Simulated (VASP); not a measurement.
A run of VASP 6.6.1:

File POSCAR:

```
Zn
1.0
    2.5671089546      0.0000000000      0.0000000000
    0.0000000000      2.5671089546      0.0000000000
    0.0000000000      0.0000000000      2.5671089546
Zn
1
Direct
    0.0000000000      0.0000000000      0.0000000000
```

INCAR.step1

```
SYSTEM = Zn
  PREC = Accurate
  ENCUT = 520
  ISMEAR = -1
  SIGMA = 0.1
  LREAL = .FALSE.
  LASPH = .TRUE.
  NELM = 80
  NBANDS = 12
  GGA = PE
  ALGO = Normal
  EDIFF = 1E-4
  LWAVE = .TRUE.
  LCHARG = .FALSE.
```

File INCAR.step2:

```
SYSTEM = Zn
  PREC = Accurate
  ENCUT = 520
  EDIFF = 1E-6
  ISMEAR = -1
  SIGMA = 0.1
  LREAL = .FALSE.
  LASPH = .TRUE.
  NELM = 80
  ALGO = Normal
  ISIF = 2
  LWAVE = .FALSE.
  LCHARG = .FALSE.
  METAGGA = R2SCAN
  LMIXTAU = .TRUE.
  IVDW = 12
  VDW_S6 = 1.0
  VDW_S8 = 0.78981345
  VDW_A1 = 0.49484001
  VDW_A2 = 5.73083694
  NBANDS = 12
  ISTART = 1
```

KPOINTS

```
regular mesh
0
G
  18 18 18
  0 0 0
```

Potentials or basis: VASP PAW PBE potentials, release 64 (Zn).

Run with:

```sh
$ cat potpaw_PBE.64/Zn/POTCAR > POTCAR
$ cp INCAR.step1 INCAR
$ mpirun -np 1 vasp_std > vasp.out
$ cp INCAR.step2 INCAR
$ mpirun -np 1 vasp_std > vasp.out
```

Hardware: 1 thread of Intel Xeon 8259CL (shared host).

Q: How long does it take, and how much memory?

A: It took 2.7 min on 1 thread of Intel Xeon 8259CL (shared host), peak memory 0.17 GiB. Counts: k points 220.
